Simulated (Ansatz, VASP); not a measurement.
One calculation of Mo, two programs

```
Mo
1.0
     0.00000    1.96463    1.96463
     2.01500   -0.05038    2.01500
     2.01500    2.01500   -0.05038
Mo
1
Direct
  0.00000 0.00000 0.00000
```

Change from the starting cell: strain -0.0500 x Voigt [0, 0, 0, 1, 0, 0], atoms carried along.

Alike in both runs: task single point; functional LDA; k mesh 20 × 20 × 20; occupations gaussian, width 0.15 eV; no spin polarisation.

```csv
,VASP,Ansatz
version,VASP 6.6.1,Ansatz 0.2.0
potentials or method,"VASP PAW LDA potentials, release 64 (Mo_sv), cutoff 520 eV","scalar-relativistic, plane waves, PAW"
valence electrons in the cell,14,14
```

```tsv
	VASP	Ansatz	Ansatz less VASP
gap on the k mesh at the Fermi level (eV)	none	none	-
pressure (GPa)	-14.9	-15.8	-0.91
traceless stress, the component that is largest in VASP (GPa)	-1.49	-1.59	-0.100
```

LDA's correlation is that of Perdew and Zunger in VASP and of Perdew and Wang (1992) in Ansatz. A gap of «none» marks a metal or a gap that the smearing closes.
